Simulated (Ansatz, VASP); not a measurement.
One calculation of TaN, two programs

```xyz
2
Lattice="0.0000 2.1790 2.1790 2.1572 0.0000 2.1790 2.1572 2.1790 0.0000" Properties=species:S:1:pos:R:3 pbc="T T T"
Ta    2.1572    2.1790    2.1790
N     0.0000    0.0000    0.0000
```

Change from the starting cell: strain -0.0100 x Voigt [1, 0, 0, 0, 0, 0], atoms carried along.

Alike in both runs: task single point; functional PBE; k mesh 18 × 18 × 18; occupations gaussian, width 0.15 eV; no spin polarisation.

```csv
,VASP,Ansatz
version,VASP 6.6.1,Ansatz 0.2.0
potentials or method,"VASP PAW PBE potentials, release 64 (Ta_pv, N), cutoff 600 eV","scalar-relativistic, plane waves, PAW"
valence electrons in the cell,16,18
```

Ansatz gave:

- gap on the k mesh at the Fermi level (eV): none
- pressure (GPa): 18.7
- traceless stress, the component that is largest in VASP (GPa): 4.90

Q: What did VASP give for the same quantities?

A: gap on the k mesh at the Fermi level (eV): none; pressure (GPa): 19.6; traceless stress, the component that is largest in VASP (GPa): 4.94.

A gap of «none» marks a metal or a gap that the smearing closes. With one functional, cell and mesh, what is left measures potentials, basis and numerics. VASP's potentials hold 16 valence electrons a cell and Ansatz's 18, so a difference there can come from the potentials and not from the codes.

Spin-orbit coupling is off throughout.
